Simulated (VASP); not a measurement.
# PbS (I4mm) in VASP: further runs, part 2 of 2

VASP 6.6.1. Earlier steps stand in the parts before.

## (3) Single point, PBE

This run uses another cell than the first one: it holds 4 atoms, not 2.

File INCAR:

```
SYSTEM = PbS
  PREC = Accurate
  ENCUT = 520
  EDIFF = 1E-6
  ISMEAR = 0
  SIGMA = 0.1
  LREAL = .False.
  LASPH = .True.
  NELM = 100
  ALGO = Normal
  ISIF = 2
  LWAVE = .False.
  LCHARG = .False.
  GGA = PE
  NBANDS = 28
```

File KPOINTS:

```
regular mesh
0
Gamma
  4 4 4
  0 0 0
```

File POSCAR:

```
PbS
1.0
    0.0000000000     -4.2490685301      0.0000000000
    2.1245342651     -2.1245342651     -3.0054084493
    6.3736027952     -2.1245342651      3.0054084493
Pb S
2 2
Direct
    0.1261525484      0.6215423548      0.1261525484
    0.6261525484      0.1215423548      0.6261525484
    0.3738474516      0.8784576452      0.3738474516
    0.8738474516      0.3784576452      0.8738474516
```

Potentials or basis: VASP PAW PBE potentials, release 64 (Pb_d, S).

Run with:

```sh
$ cat potpaw_PBE.64/Pb_d/POTCAR potpaw_PBE.64/S/POTCAR > POTCAR
$ mpirun -np 1 vasp_std > vasp.out
```

OUTCAR:

```text
SYSTEM = PbS
   PREC = Accurate
   ENCUT = 520
   EDIFF = 1E-6
   ISMEAR = 0
   LREAL = .False.
   LASPH = .True.
   NELM = 100
   ISIF = 2
   GGA = PE

 ion  position               nearest neighbor table
   1  0.126  0.622  0.126-   3 2.98   4 3.00   3 3.00   4 3.00   3 3.00   4 3.03
   2  0.626  0.122  0.626-   4 2.98   3 3.00   4 3.00   3 3.00   4 3.00   3 3.03
   3  0.374  0.878  0.374-   1 2.98   2 3.00   1 3.00   2 3.00   1 3.00   2 3.03
   4  0.874  0.378  0.874-   2 2.98   1 3.00   2 3.00   1 3.00   2 3.00   1 3.03

  LATTYP: Found a base centered monoclinic cell.
 ALAT       =     7.3610123735
 B/A-ratio  =     0.5772396940
 C/A-ratio  =     1.0000000000
 COS(beta)  =    -0.3335886713

  Lattice vectors:

 A1 = (   2.1245342651,  -2.1245342651,  -3.0054084493)
 A2 = (   2.1245342651,   2.1245342650,  -3.0054084493)
 A3 = (   4.2490685301,   0.0000000000,   6.0108168986)

Analysis of symmetry for initial positions (statically):
=====================================================================
 Subroutine PRICEL returns following result:

  LATTYP: Found a body centered tetragonal cell.
 ALAT       =     4.2490685301
 C/A-ratio  =     1.4146198999

  Lattice vectors:

 A1 = (  -2.1245342651,   2.1245342650,  -3.0054084493)
 A2 = (   2.1245342651,  -2.1245342651,  -3.0054084493)
 A3 = (  -2.1245342651,  -2.1245342650,   3.0054084493)

   2 primitive cells build up your supercell.

 Routine SETGRP: Setting up the symmetry group for a
 base centered monoclinic supercell.

 Subroutine GETGRP returns: Found  2 space group operations
 (whereof  2 operations were pure point group operations)
 out of a pool of  4 trial point group operations.

The static configuration has the point symmetry C_1h.

Analysis of symmetry for dynamics (positions and initial velocities):
=====================================================================
 Subroutine PRICEL returns following result:

  LATTYP: Found a body centered tetragonal cell.
 ALAT       =     4.2490685301
 C/A-ratio  =     1.4146198999

  Lattice vectors:

 A1 = (  -2.1245342651,   2.1245342650,  -3.0054084493)
 A2 = (   2.1245342651,  -2.1245342651,  -3.0054084493)
 A3 = (  -2.1245342651,  -2.1245342650,   3.0054084493)

   2 primitive cells build up your supercell.

 Routine SETGRP: Setting up the symmetry group for a
 base centered monoclinic supercell.

 Subroutine GETGRP returns: Found  2 space group operations
 (whereof  2 operations were pure point group operations)
 out of a pool of  4 trial point group operations.

The dynamic configuration has the point symmetry C_1h.

 Subroutine INISYM returns: Found  2 space group operations
 (whereof  2 operations are pure point group operations),
 and found     2 'primitive' translations

----------------------------------------------------------------------------------------

                                     Primitive cell

  volume of cell :      54.2614

  direct lattice vectors                    reciprocal lattice vectors
    -2.124534265  2.124534265 -3.005408449    -0.235345698 -0.000000000 -0.166366738
     2.124534265 -2.124534265 -3.005408449    -0.000000000 -0.235345698 -0.166366738
[... 35 lines left out ...]
 Subroutine IBZKPT returns following result:
 ===========================================

 Found     24 irreducible k-points:

 Following reciprocal coordinates:
            Coordinates               Weight
  0.000000  0.000000  0.000000      1.000000
  0.250000 -0.000000 -0.000000      4.000000
  0.500000 -0.000000 -0.000000      2.000000
  0.000000  0.250000  0.000000      2.000000
  0.250000  0.250000  0.000000      4.000000
  0.500000  0.250000 -0.000000      4.000000
[... 16 lines left out ...]
  0.000000  0.250000  0.500000      2.000000
  0.000000  0.500000  0.500000      1.000000
   k-points           NKPTS =     24   k-points in BZ     NKDIM =     24   number of bands    NBANDS=     28
   number of dos      NEDOS =    301   number of ions     NIONS =      4
   total plane-waves  NPLWV =  57344
   dimension x,y,z NGX =    32 NGY =   32 NGZ =   56
   dimension x,y,z NGXF=    64 NGYF=   64 NGZF=  112
   ions per type =               2   2
   NGX,Y,Z   is equivalent  to a cutoff of  12.52, 12.52, 12.65 a.u.
   NGXF,Y,Z  is equivalent  to a cutoff of  25.04, 25.04, 25.30 a.u.
 SYSTEM =  PbS
   PREC   = accura    normal or accurate (medium, high low for compatibility)
   ISTART =      0    job   : 0-new  1-cont  2-samecut
   ICHARG =      2    charge: 1-file 2-atom 10-const
   ISPIN  =      1    spin polarized calculation?
   LNONCOLLINEAR =      F non collinear calculations
   LSORBIT =      F    spin-orbit coupling
   LASPH  =      T    aspherical Exc in radial PAW
   ENCUT  =  520.0 eV  38.22 Ry    6.18 a.u.   7.90  7.90 13.68*2*pi/ulx,y,z
   NELM   =    100;   NELMIN=  2; NELMDL= -5     # of ELM steps
   EDIFF  = 0.1E-05   stopping-criterion for ELM
   LREAL  =      F    real-space projection
   EDIFFG = 0.1E-04   stopping-criterion for IOM
   NSW    =      0    number of steps for IOM
   IBRION =     -1    ionic relax: 0-MD 1-quasi-New 2-CG
   NFREE  =      0    steps in history (QN), initial steepest desc. (CG)
   ISIF   =      2    stress and relaxation
   ISYM   =      2    0-nonsym 1-usesym 2-fastsym
   POTIM  = 0.5000    time-step for ionic-motion
   TEBEG  =    0.0;   TEEND  =   0.0 temperature during run
   PSTRESS=    0.0 pullay stress
   NELECT =      40.0000    total number of electrons
   NUPDOWN=      -1.0000    fix difference up-down
   EMIN   =  10.00;   EMAX   =-10.00  energy-range for DOS
   EFERMI =   0.00;   METHOD = LEGACY
   ISMEAR =     0;   SIGMA  =   0.10  broadening in eV -4-tet -1-fermi 0-gaus
   EFERMI_NEDOS =   21; number of points for ismear=-14 and -15
   IALGO  =     38    algorithm
   IMIX   =      4    mixing-type and parameters
     AMIX     =   0.40;   BMIX     =  1.00
     AMIX_MAG =   1.60;   BMIX_MAG =  1.00
  volume/ion in A,a.u.               =      27.13       183.09
  Fermi-wavevector in a.u.,A,eV,Ry     =   1.173783  2.218128 18.745654  1.377767
  Thomas-Fermi vector in A             =   2.310191
   LORBIT       =      0    0 simple, 1 ext, 2 COOP (PROOUT), +10 PAW based schemes
   GGA     = PE    functional components
   LHFCALC =     F    Hartree Fock is set to
   AEXX    =    0.0000 exact exchange contribution
   IVDW    =     0    specifies the selected vdW correction
   LEPSILON=     F    determine dielectric tensor
   LRPA    =     F    only Hartree local field effects (RPA)
 non-spin polarized calculation
 Gauss-broadening in eV      SIGMA  =   0.10
  energy-cutoff  :      520.00
  volume of cell :      108.52
 maximum number of plane-waves:      2939
   NGX = 15   NGY = 15   NGZ = 27

 number of electron      40.0000003 magnetization

 Free energy of the ion-electron system (eV)
  ---------------------------------------------------
  ext. energy  EPLUGINS =         0.00000000
  ---------------------------------------------------
  free energy    TOTEN  =       -17.54386749 eV

  energy without entropy =      -17.54385616  energy(sigma->0) =      -17.54386182

 E-fermi :   5.5244     XC(G=0):  -9.5003

 val. band max:        5.2715782712   @ k =   0.5000   0.5000   0.0000
 cond. band min:       5.7774338780   @ k =   0.5000   0.5000   0.0000
 fundamental gap:      0.5058556068
 Fermi energy:         5.5244489040

 k-point     1 :       0.0000    0.0000    0.0000
  band No.  band energies     occupation
      1     -11.4659      2.00000
      2     -11.4657      2.00000
      3     -11.4532      2.00000
      4     -11.4531      2.00000
      5     -11.4497      2.00000
      6     -11.4462      2.00000
[... 733 lines left out ...]
     27      10.8502      0.00000
     28      13.9234      0.00000

------------------------ aborting loop because EDIFF is reached ----------------------------------------

  FORCE on cell =-STRESS in cart. coord.  units (eV):
  Direction    XX          YY          ZZ          XY          YZ          ZX
  --------------------------------------------------------------------------------------
  -------------------------------------------------------------------------------------
  Total       -0.0780299     -0.0613735     -0.0709208      0.0000000     -0.0000000     -0.0118372
  in kB       -1.1519952     -0.9060889     -1.0470406      0.0000000     -0.0000000     -0.1747581
  external PRESSURE =      -1.0350415 kB  Pullay stress =       0.0000000 kB

 VOLUME and BASIS-vectors are now :
 -----------------------------------------------------------------------------
  energy-cutoff  :      520.00
  volume of cell :      108.52
      direct lattice vectors                 reciprocal lattice vectors
     0.000000000 -4.249068530  0.000000000    -0.117672849 -0.235345698  0.083183369
     2.124534265 -2.124534265 -3.005408449     0.117672849  0.000000000 -0.249550107
     6.373602795 -2.124534265  3.005408449     0.117672849  0.000000000  0.083183369

 POSITION                                       TOTAL-FORCE (eV/Angst)
 -----------------------------------------------------------------------------------
      2.12453     -2.12453     -1.48885         0.003191      0.000000      0.005233
      4.24907     -4.24907      1.51656         0.003191      0.000000      0.005233
      4.24907     -4.24907     -1.51656        -0.003191     -0.000000     -0.005233
      6.37360     -6.37360      1.48885        -0.003191     -0.000000     -0.005233
 -----------------------------------------------------------------------------------
    total drift:                                0.000483     -0.000004     -0.000617

  FREE ENERGIE OF THE ION-ELECTRON SYSTEM (eV)
  ---------------------------------------------------
  free  energy   TOTEN  =       -17.5438674866 eV

  energy  without entropy=      -17.5438561569  energy(sigma->0) =      -17.54386182
```

OSZICAR:

```text
N       E                     dE             d eps       ncg     rms          rms(c)
DAV:   1     0.420127285814E+03    0.42013E+03   -0.18765E+04  1344   0.153E+03
DAV:   2     0.305648642977E+02   -0.38956E+03   -0.37720E+03  1360   0.406E+02
DAV:   3    -0.163507865915E+02   -0.46916E+02   -0.45971E+02  1744   0.157E+02
DAV:   4    -0.184892597963E+02   -0.21385E+01   -0.21315E+01  1568   0.351E+01
DAV:   5    -0.185751101043E+02   -0.85850E-01   -0.85842E-01  1816   0.743E+00    0.618E+00
DAV:   6    -0.175255248655E+02    0.10496E+01   -0.28428E+00  1836   0.962E+00    0.399E+00
DAV:   7    -0.175377127900E+02   -0.12188E-01   -0.40994E-01  1488   0.261E+00    0.271E+00
DAV:   8    -0.175501270035E+02   -0.12414E-01   -0.78692E-02  1612   0.229E+00    0.146E+00
DAV:   9    -0.175434073346E+02    0.67197E-02   -0.19503E-02  1812   0.110E+00    0.278E-01
DAV:  10    -0.175438321031E+02   -0.42477E-03   -0.23736E-03  1664   0.221E-01    0.855E-02
DAV:  11    -0.175438668426E+02   -0.34739E-04   -0.10710E-04  1712   0.739E-02    0.342E-02
DAV:  12    -0.175438674866E+02   -0.64395E-06   -0.62762E-06  1500   0.184E-02
   1 F= -.17543867E+02 E0= -.17543862E+02  d E =-.113297E-04
```

It took 36 s on 1 thread of AMD EPYC 9R45 (Zen 5), shared host; peak memory 0.22 GiB.

Results:

```
Free energy            : -17.5439 eV
Pressure               : -0.1 GPa
Largest force          : 0.006 eV/Å
Band gap on the k mesh : 0.51 eV
```

Forces in eV/Å, atoms in the order of the input:
```
Pb   0.003  0.000  0.005
Pb   0.003  0.000  0.005
S   -0.003  0.000 -0.005
S   -0.003  0.000 -0.005
```

Levels at points of the mesh, in eV from the valence-band top:
| k point | band 18 | band 19 | band 20 | band 21 | band 22 | band 23 |
| --- | --- | --- | --- | --- | --- | --- |
| (0.00, 0.00, 0.00) | -1.58 | -1.58 | 0.00 | 0.51 | 2.09 | 2.09 |
| (0.50, 0.00, 0.00) | -2.52 | -2.04 | -2.04 | 2.90 | 2.90 | 3.83 |
| (0.00, 0.50, 0.00) | -2.52 | -2.04 | -2.04 | 2.90 | 2.90 | 3.84 |
| (0.50, 0.50, 0.00) | -1.58 | -1.58 | 0.00 | 0.51 | 2.09 | 2.09 |
| (0.00, 0.00, 0.50) | -1.79 | -1.07 | -1.07 | 2.41 | 2.41 | 3.28 |
| (0.00, 0.50, 0.50) | -1.58 | -1.58 | 0.00 | 0.51 | 2.09 | 2.09 |

Caveat: the k points lie up to 0.43 Å⁻¹ apart; spin-orbit coupling is left out, which moves the levels of the heavy elements.
